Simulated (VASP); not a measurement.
The system is AgCl (Chlorargyrite).

```
CELL_PARAMETERS angstrom
0.00000 2.75311 2.75311
2.75311 0.00000 2.75311
2.75311 2.75311 0.00000
ATOMIC_POSITIONS crystal
Ag 0.00000 0.00000 0.00000
Cl 0.50000 0.50000 0.50000
```

Base run:

| Property | Result |
| --- | --- |
| Program | VASP 6.6.1 |
| Functional | LDA |
| Potentials or basis | VASP PAW LDA potentials, release 64 (Ag, Cl) |
| Cutoff | 520 eV |
| k mesh | 8 × 8 × 8 |
| Occupations | fermi-dirac, width 0.05 eV |
| Spin | no spin polarisation |

Its results: band gap on the k mesh 0.64 eV, indirect (least direct gap 3.03 eV); pressure -4.7 GPa.

**Question.** The run is repeated on the same cell with these changes: functional from LDA to r2SCAN; potentials or basis from VASP PAW LDA potentials, release 64 (Ag, Cl) to VASP PAW PBE potentials, release 64 (Ag, Cl). What comes out?

**Answer.** Band gap on the k mesh 1.42 eV, indirect (least direct gap 3.78 eV); pressure 1.0 GPa.

Caveats: the PAW data sets were made with another functional, which shifts forces and pressure a little (some runs).

A k mesh can miss the band edges.
